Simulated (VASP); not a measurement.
# Zn4O (P3m1) in VASP: a series of runs, part 2 of 2

VASP 6.6.1. Earlier steps stand in the parts before.

## Step 5: Relaxation of shape and atoms at fixed volume, PBE (volume scaled by 0.97)

Contents of INCAR:

```
  PREC = Accurate
  ENCUT = 600
  EDIFF = 1E-6
  ISMEAR = 0
  SIGMA = 0.1
  LREAL = F
  LASPH = T
  NELM = 100
  ALGO = Normal
  ISIF = 4
  LWAVE = F
  LCHARG = F
  GGA = PE
  IBRION = 2
  NSW = 50
  EDIFFG = -0.01
```

Contents of KPOINTS:

```
regular mesh
0
Gamma
  12 12 4
```

Contents of POSCAR:

```
Zn4O
1.0
    3.0089957203      0.0000000000      0.0000000000
   -1.5044978602      2.6058667337      0.0000000000
    0.0000000000      0.0000000000      8.9457615831
Zn O
4 1
Direct
    0.6666666667      0.3333333333      0.0187892873
    0.0000000000      0.0000000000      0.6999552407
    0.3333333333      0.6666666667      0.4633961236
    0.0000000000      0.0000000000      0.2363102404
    0.6666666667      0.3333333333      0.8060677681
```

Potentials or basis: VASP PAW PBE potentials, release 64 (Zn, O).

The run is started by

```sh
$ cat potpaw_PBE.64/Zn/POTCAR potpaw_PBE.64/O/POTCAR > POTCAR
$ mpirun -np 1 vasp_std > vasp.out
```

OUTCAR:

```text
PREC = Accurate
   ENCUT = 600
   EDIFF = 1E-6
   ISMEAR = 0
   LREAL = F
   LASPH = T
   NELM = 100
   ISIF = 4
   GGA = PE
   IBRION = 2
   NSW = 50
   EDIFFG = -0.01

 ion  position               nearest neighbor table
   1  0.667  0.333  0.019-   5 1.90   4 2.61   4 2.61   4 2.61
   2  0.000  0.000  0.700-   5 1.98   5 1.98   5 1.98   3 2.74   3 2.74   3 2.74
   3  0.333  0.667  0.463-   4 2.67   4 2.67   4 2.67   2 2.74   2 2.74   2 2.74
   4  0.000  0.000  0.236-   1 2.61   1 2.61   1 2.61   3 2.67   3 2.67   3 2.67
   5  0.667  0.333  0.806-   1 1.90   2 1.98   2 1.98   2 1.98

  LATTYP: Found a hexagonal cell.
 ALAT       =     3.0089957203
 C/A-ratio  =     2.9730057516

  Lattice vectors:

 A1 = (   3.0089957203,   0.0000000000,   0.0000000000)
 A2 = (  -1.5044978602,   2.6058667337,   0.0000000000)
 A3 = (   0.0000000000,   0.0000000000,   8.9457615831)

Analysis of symmetry for initial positions (statically):
=====================================================================
 Subroutine PRICEL returns:
 Original cell was already a primitive cell.

 Routine SETGRP: Setting up the symmetry group for a
 hexagonal supercell.

 Subroutine GETGRP returns: Found  6 space group operations
 (whereof  6 operations were pure point group operations)
 out of a pool of 24 trial point group operations.

The static configuration has the point symmetry C_3v.

Analysis of symmetry for dynamics (positions and initial velocities):
=====================================================================
 Subroutine PRICEL returns:
 Original cell was already a primitive cell.

 Routine SETGRP: Setting up the symmetry group for a
 hexagonal supercell.

 Subroutine GETGRP returns: Found  6 space group operations
 (whereof  6 operations were pure point group operations)
 out of a pool of 24 trial point group operations.

The dynamic configuration has the point symmetry C_3v.

 Subroutine INISYM returns: Found  6 space group operations
[... 125 lines left out ...]
  Fermi-wavevector in a.u.,A,eV,Ry     =   1.500407  2.835358 30.629720  2.251221
  Thomas-Fermi vector in A             =   2.611911
   LORBIT       =      0    0 simple, 1 ext, 2 COOP (PROOUT), +10 PAW based schemes
   GGA     = PE    functional components
   LHFCALC =     F    Hartree Fock is set to
   AEXX    =    0.0000 exact exchange contribution
   IVDW    =     0    specifies the selected vdW correction
   LEPSILON=     F    determine dielectric tensor
   LRPA    =     F    only Hartree local field effects (RPA)
 conjugate gradient relaxation of ions
 non-spin polarized calculation
 Gauss-broadening in eV      SIGMA  =   0.10
  energy-cutoff  :      600.00
  volume of cell :       70.14
 maximum number of plane-waves:      2376
   NGX = 13   NGY = 13   NGZ = 35

--------------------------------------- Ionic step        1  -------------------------------------------

 number of electron      54.0000005 magnetization

 Free energy of the ion-electron system (eV)
  ---------------------------------------------------
  ext. energy  EPLUGINS =         0.00000000
  ---------------------------------------------------
  free energy    TOTEN  =       -11.52067512 eV

  energy without entropy =      -11.51564494  energy(sigma->0) =      -11.51816003

------------------------ aborting loop because EDIFF is reached ----------------------------------------

  FORCE on cell =-STRESS in cart. coord.  units (eV):
  Direction    XX          YY          ZZ          XY          YZ          ZX
  --------------------------------------------------------------------------------------
  -------------------------------------------------------------------------------------
  Total        1.2003733      1.2003733      1.8944236     -0.0000000      0.0000000     -0.0000000
  in kB       27.4180037     27.4180037     43.2709650     -0.0000000      0.0000000     -0.0000000
  external PRESSURE =      32.7023242 kB  Pullay stress =       0.0000000 kB
[... 221 lines left out ...]
--------------------------------------- Ionic step        7  -------------------------------------------

 number of electron      53.9999980 magnetization

 Free energy of the ion-electron system (eV)
  ---------------------------------------------------
  ext. energy  EPLUGINS =         0.00000000
  ---------------------------------------------------
  free energy    TOTEN  =       -11.52710752 eV

  energy without entropy =      -11.52202816  energy(sigma->0) =      -11.52456784

 E-fermi :   2.8076     XC(G=0): -11.3242

 val. band max:        2.7892644302   @ k =   0.4167   0.1667   0.5000
 cond. band min:       2.8171453146   @ k =   0.2500   0.1667   0.5000
 fundamental gap:      0.0278808844
 Fermi energy:         2.8076015454

 k-point     1 :       0.0000    0.0000    0.0000
  band No.  band energies     occupation
      1     -16.4674      2.00000
      2      -6.6114      2.00000
      3      -5.9513      2.00000
      4      -5.2280      2.00000
      5      -5.0653      2.00000
      6      -4.8839      2.00000
[... 829 lines left out ...]
     31      11.3922      0.00000
     32      11.4497      0.00000

 [... further k-points ...]
[... 5 lines left out ...]
  --------------------------------------------------------------------------------------
  -------------------------------------------------------------------------------------
  Total        1.0956363      1.0956363      1.0872745     -0.0000000      0.0000000     -0.0000000
  in kB       25.0256799     25.0256799     24.8346866     -0.0000000      0.0000000     -0.0000000
  external PRESSURE =      24.9620155 kB  Pullay stress =       0.0000000 kB
[... 20 lines left out ...]
  FREE ENERGIE OF THE ION-ELECTRON SYSTEM (eV)
  ---------------------------------------------------
  free  energy   TOTEN  =       -11.5271075228 eV

  energy  without entropy=      -11.5220281610  energy(sigma->0) =      -11.52456784

 reached required accuracy - stopping structural energy minimisation
```

OSZICAR:

```text
N       E                     dE             d eps       ncg     rms          rms(c)
DAV:   1     0.412518150364E+03    0.41252E+03   -0.29592E+04  4416   0.287E+03
DAV:   2     0.274035957515E+02   -0.38511E+03   -0.37399E+03  4552   0.505E+02
[... 52 lines left out ...]
   6 F= -.11527082E+02 E0= -.11524540E+02  d E =-.676474E-04
       N       E                     dE             d eps       ncg     rms          rms(c)
DAV:   1    -0.115271262934E+02   -0.44327E-04   -0.23428E-02  4432   0.982E-01    0.480E-02
DAV:   2    -0.115271231529E+02    0.31406E-05   -0.28008E-04  5304   0.230E-01    0.280E-02
DAV:   3    -0.115271089777E+02    0.14175E-04   -0.22702E-05  4992   0.143E-01    0.119E-02
DAV:   4    -0.115271073115E+02    0.16662E-05   -0.85741E-06  5280   0.778E-02    0.215E-03
DAV:   5    -0.115271075228E+02   -0.21126E-06   -0.28929E-06  3232   0.176E-02
   7 F= -.11527108E+02 E0= -.11524568E+02  d E =-.930099E-04
```

It took 6.8 min on 1 thread of Intel Xeon Platinum 8259CL at 2.50GHz (Skylake/Cascade Lake), shared host; peak memory 0.3 GiB.

What came out:

```
Free energy                  : -11.5271 eV
Energy gained by relaxing    : 1.3 meV/atom
Ionic steps                  : 7
Pressure after relaxing      : 2.5 GPa
Largest force after relaxing : 0.006 eV/Å
Band gap on the k mesh       : zero (band 27 reaches 3.38 eV, above the bottom of band 28 at 2.32 eV)
```

Forces in eV/Å, atoms in the order of the input:
```
Zn   0.000  0.000  0.003
Zn   0.000  0.000 -0.006
Zn   0.000  0.000  0.005
Zn   0.000  0.000  0.003
O    0.000  0.000 -0.005
```

The path:
```csv
step,energy change (eV),largest force (eV/Å),pressure (GPa),volume (Å³)
1,0.0000,0.3002,3.27,70.14
2,-0.0056,0.0979,2.74,70.14
3,-0.0057,0.1038,2.59,70.14
4,-0.0063,0.0304,2.50,70.14
5,-0.0063,0.0314,2.51,70.14
6,-0.0064,0.0170,2.50,70.14
7,-0.0064,0.0063,2.50,70.14
```

Final structure:
```
CELL_PARAMETERS angstrom
3.00013 0.00000 0.00000
-1.50007 2.59819 0.00000
0.00000 0.00000 8.99870
ATOMIC_POSITIONS crystal
Zn 0.66667 0.33333 0.01961
Zn 0.00000 0.00000 0.69752
Zn 0.33333 0.66667 0.46339
Zn 0.00000 0.00000 0.23718
O 0.66667 0.33333 0.80682
```

Caveat: the cell differs from its parent crystal (volume scaled by 0.97).

## Step 6: Relaxation of cell and atoms, PBE

This run uses another cell than the first one, of 14.46 Å³/atom, 1.031 times its volume.

Contents of INCAR:

```
SYSTEM = Zn4O
PREC = Accurate ; ENCUT = 600
EDIFF = 1E-7 ; ISMEAR = 0
SIGMA = 0.1 ; LREAL = .FALSE.
LASPH = .TRUE. ; NELM = 100
ALGO = Normal ; ISIF = 3
LWAVE = .FALSE. ; LCHARG = .FALSE.
GGA = PE ; IBRION = 2
NSW = 80 ; EDIFFG = -0.001
```

Contents of KPOINTS:

```
regular mesh
0
G
  12 12 4
  0 0 0
```

Edit POSCAR of step 5 so:

```diff
@@ -2,5 +2,5 @@
 1.0
-    3.0089957203      0.0000000000      0.0000000000
-   -1.5044978602      2.6058667337      0.0000000000
-    0.0000000000      0.0000000000      8.9457615831
+    3.0397018791      0.0000000000      0.0000000000
+   -1.5198509396      2.6324590472      0.0000000000
+    0.0000000000      0.0000000000      9.0370511697
 Zn O
```

Potentials or basis: VASP PAW PBE potentials, release 64 (Zn, O).

The run is started by

```sh
$ cat potpaw_PBE.64/Zn/POTCAR potpaw_PBE.64/O/POTCAR > POTCAR
$ mpirun -np 1 vasp_std > vasp.out
```

It took 23 min on 1 thread of Intel Xeon Platinum 8259CL at 2.50GHz (Skylake/Cascade Lake), shared host; peak memory 0.3 GiB.

Results (log left out):

```yaml
Free_energy: -11.5478 eV
Relaxed_volume: 14.53 Å³/atom
Relaxed_cell: a = 3.045 Å, b = 3.045 Å, c = 9.047 Å, α = 90.00°, β = 90.00°, γ = 120.00°
Space_group_after_relaxing_to_0.05_Å: P3m1 (No. 156)
Energy_gained_by_relaxing: 0.1 meV/atom
Ionic_steps: 33
Pressure_after_relaxing: 0.0 GPa
Band_gap_on_the_k_mesh: zero (band 27 reaches 3.16 eV, above the bottom of band 28 at 2.06 eV)
```

The path:
```tsv
step	energy change (eV)	largest force (eV/Å)	pressure (GPa)	volume (Å³)
1	0.0000	0.0644	0.42	72.31
2	-0.0005	0.0274	-0.15	72.71
3	-0.0006	0.0069	0.02	72.60
4	-0.0006	0.0069	0.01	72.61
5	-0.0006	0.0070	0.00	72.63
6	-0.0006	0.0125	-0.01	72.64
7	-0.0006	0.0050	-0.01	72.64
8	-0.0006	0.0025	-0.01	72.64
9	-0.0006	0.0027	0.00	72.64
10	-0.0006	0.0022	0.00	72.64
11	-0.0006	0.0015	-0.01	72.63
12	-0.0006	0.0011	-0.02	72.62
13	-0.0006	0.0042	0.02	72.59
14	-0.0006	0.0014	0.02	72.61
15	-0.0006	0.0012	0.02	72.62
16	-0.0006	0.0012	0.00	72.62
17	-0.0006	0.0011	0.00	72.62
18	-0.0006	0.0020	0.02	72.62
19	-0.0006	0.0041	0.01	72.63
20	-0.0006	0.0025	0.00	72.63
21	-0.0006	0.0019	0.01	72.62
22	-0.0006	0.0024	-0.01	72.63
23	-0.0006	0.0019	0.01	72.63
24	-0.0006	0.0027	0.01	72.63
25	-0.0006	0.0017	0.00	72.63
26	-0.0006	0.0018	0.00	72.63
27	-0.0006	0.0014	0.00	72.63
28	-0.0006	0.0008	-0.01	72.63
29	-0.0006	0.0011	0.00	72.63
30	-0.0006	0.0008	0.01	72.63
31	-0.0006	0.0007	-0.01	72.63
32	-0.0006	0.0011	0.00	72.63
33	-0.0006	0.0007	0.00	72.63
```

Final structure:
```cif
data_structure
_symmetry_space_group_name_H-M 'P 1'
_symmetry_Int_Tables_number 1
_cell_length_a 3.0447
_cell_length_b 3.0447
_cell_length_c 9.0467
_cell_angle_alpha 90.000
_cell_angle_beta 90.000
_cell_angle_gamma 120.000
_cell_volume 72.63
loop_
_atom_site_label
_atom_site_type_symbol
_atom_site_fract_x
_atom_site_fract_y
_atom_site_fract_z
_atom_site_occupancy
Zn1 Zn 0.66667 0.33333 0.01907 1
Zn2 Zn 0.00000 0.00000 0.69959 1
Zn3 Zn 0.33333 0.66667 0.46345 1
Zn4 Zn 0.00000 0.00000 0.23648 1
O1 O 0.66667 0.33333 0.80592 1
```

Levels at points of the mesh, in eV from the Fermi level:
```tsv
k point	band 24	band 25	band 26	band 27	band 28	band 29	band 30	band 31
(0.00, 0.00, 0.00)	-4.10	-3.81	-1.71	-1.71	2.52	3.03	8.88	11.31
(0.50, 0.00, 0.00)	-3.09	-2.84	-2.55	-1.84	-0.14	1.63	2.23	4.98
(0.00, 0.00, 0.50)	-5.63	-1.76	-1.71	-1.71	0.27	5.69	6.55	11.44
(0.50, 0.00, 0.50)	-3.13	-2.81	-2.55	-1.39	-0.52	0.78	3.55	4.91
```

## Step 7: Summary

| task | cell | cutoff (eV) | gap on the mesh (eV) | pressure (GPa) | largest force (eV/Å) |
| --- | --- | --- | --- | --- | --- |
| single point | a = 3.001, b = 3.001, c = 8.994 Å, angles 90.0, 90.0, 120.0°, 5 atoms | 520 | none | 2.8 | 0.07 |
| single point | a = 3.040, b = 3.040, c = 9.037 Å, angles 90.0, 90.0, 120.0°, 5 atoms | 520 | none | 0.5 | 0.07 |
| relaxation of shape and atoms at fixed volume | relaxed from a = 3.009, b = 3.009, c = 8.946 Å, angles 90.0, 90.0, 120.0°, 5 atoms | 600 | none | 2.5 | 0.01 |
| relaxation of cell and atoms | relaxed from a = 3.040, b = 3.040, c = 9.037 Å, angles 90.0, 90.0, 120.0°, 5 atoms | 600 | none | 0.0 | - |

Alike in all rows: level PBE; potentials or basis VASP PAW PBE potentials, release 64 (Zn, O); no spin polarisation; k mesh 12 × 12 × 4; smearing gaussian 0.1 eV.

Total energies depend on the potentials used, so only differences within one code and one set of settings carry meaning.
